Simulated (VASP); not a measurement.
Set up this calculation in VASP 6.6.1, as the native input.

* Task: single point
* Functional: revPBE
* Potentials or basis: VASP PAW PBE potentials, release 64 (Ga_d)
* Cutoff: 520 eV
* k mesh: 10 × 10 × 10
* Occupations: fermi-dirac, width 0.05 eV
* Spin: no spin polarisation
* Dipole correction: no
* Further INCAR settings: ALGO = Fast; EDIFF = 1e-07; NBANDS = 12

The structure of Ga lies in POSCAR:

```
Ga
1.0
    2.7164800000      0.0000000000      0.0000000000
    0.0000000000      2.7164800000      0.0000000000
    0.0000000000      0.0000000000      2.7164800000
Ga
1
Direct
    0.0000000000      0.0000000000      0.0000000000
```

One way to write it, as run:

INCAR

```
PREC = Accurate
ENCUT = 520
EDIFF = 1E-7
ISMEAR = -1
SIGMA = 0.05
LREAL = False
LASPH = True
NELM = 60
ALGO = Fast
ISIF = 2
LWAVE = False
LCHARG = True
GGA = RE
LELF = True
LVHAR = True
NBANDS = 12
```

KPOINTS

```
Automatic mesh
0
Gamma
  10 10 10
```

Potentials or basis: VASP PAW PBE potentials, release 64 (Ga_d).

Command:

```console
$ cat potpaw_PBE.64/Ga_d/POTCAR > POTCAR
$ mpirun -np 1 vasp_std > vasp.out
```

Results of the run:

- Pressure: 1.6 GPa

Caveat: the PAW data sets were made with another functional, which shifts forces and pressure a little.

It took 5 s on 1 thread of Intel(R) Xeon(R) 6975P-C (Granite Rapids) (shared host), peak memory 0.12 GiB.
